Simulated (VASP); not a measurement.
Write the native input for VASP 6.6.1 that does the following.

```
Task                   : relaxation of cell and atoms
Functional             : r2SCAN
Potentials or basis    : VASP PAW PBE potentials, release 64 (Si)
Cutoff                 : 600 eV
k mesh                 : 12 × 12 × 6
Occupations            : gaussian, width 0.02 eV
Spin                   : no spin polarisation
Dipole correction      : no
Further INCAR settings : ALGO = Normal; EDIFF = 1e-06; IBRION = 2; EDIFFG = -0.005; NSW = 100; ISIF = 3
```

The system is Si.

```xyz
4
Lattice="3.8313 0.0000 0.0000 -1.9157 3.3180 0.0000 0.0000 0.0000 6.3326" Properties=species:S:1:pos:R:3 pbc="T T T"
Si    0.0000    2.2120    0.3990
Si    1.9157    1.1060    3.5653
Si    0.0000    2.2120    2.7673
Si    1.9157    1.1060    5.9336
```

The input as run:

POSCAR

```
Si
1.0
    3.8313174605      0.0000000000      0.0000000000
   -1.9156587303      3.3180182508      0.0000000000
    0.0000000000      0.0000000000      6.3326220002
Si
4
Direct
    0.3333333300      0.6666666700      0.0630095000
    0.6666666700      0.3333333300      0.5630095000
    0.3333333300      0.6666666700      0.4369905000
    0.6666666700      0.3333333300      0.9369905000
```

INCAR.step1

```
SYSTEM = Si
PREC = Accurate
ENCUT = 600
ISMEAR = 0
SIGMA = 0.02
LREAL = .FALSE.
LASPH = .TRUE.
NELM = 100
GGA = PE
ALGO = Normal
EDIFF = 1E-4
LWAVE = .TRUE.
LCHARG = .FALSE.
```

INCAR.step2

```
SYSTEM = Si
PREC = Accurate
ENCUT = 600
EDIFF = 1E-6
ISMEAR = 0
SIGMA = 0.02
LREAL = .FALSE.
LASPH = .TRUE.
NELM = 100
ALGO = Normal
ISIF = 3
LWAVE = .FALSE.
LCHARG = .FALSE.
METAGGA = R2SCAN
LMIXTAU = .TRUE.
IBRION = 2
NSW = 100
EDIFFG = -0.005
ISTART = 1
```

KPOINTS

```
regular mesh
0
G
  12 12 6
  0 0 0
```

Potentials or basis: VASP PAW PBE potentials, release 64 (Si).

The run is started by

```sh
$ cat potpaw_PBE.64/Si/POTCAR > POTCAR
$ cp INCAR.step1 INCAR
$ mpirun -np 1 vasp_std > vasp.out
$ cp INCAR.step2 INCAR
$ mpirun -np 1 vasp_std > vasp.out
```

It gave:

| Quantity | Value |
| --- | --- |
| Relaxed volume | 20.11 Å³/atom |
| Relaxed cell | a = 3.829 Å, b = 3.829 Å, c = 6.336 Å, α = 90.00°, β = 90.00°, γ = 120.00° |
| Space group after relaxing (to 0.05 Å) | P6_3/mmc (No. 194) |
| Energy gained by relaxing | 0.0 meV/atom |
| Ionic steps | 4 |
| Pressure after relaxing | 0.0 GPa |
| Band gap on the k mesh | 0.62 eV, indirect (least direct gap 1.38 eV) |

Caveat: the PAW data sets were made with another functional, which shifts forces and pressure a little.

Run time: 8.3 min on 1 thread of Intel(R) Xeon(R) Platinum 8259CL CPU @ 2.50GHz (Skylake/Cascade Lake), with other jobs on the host, peak memory 0.27 GiB.
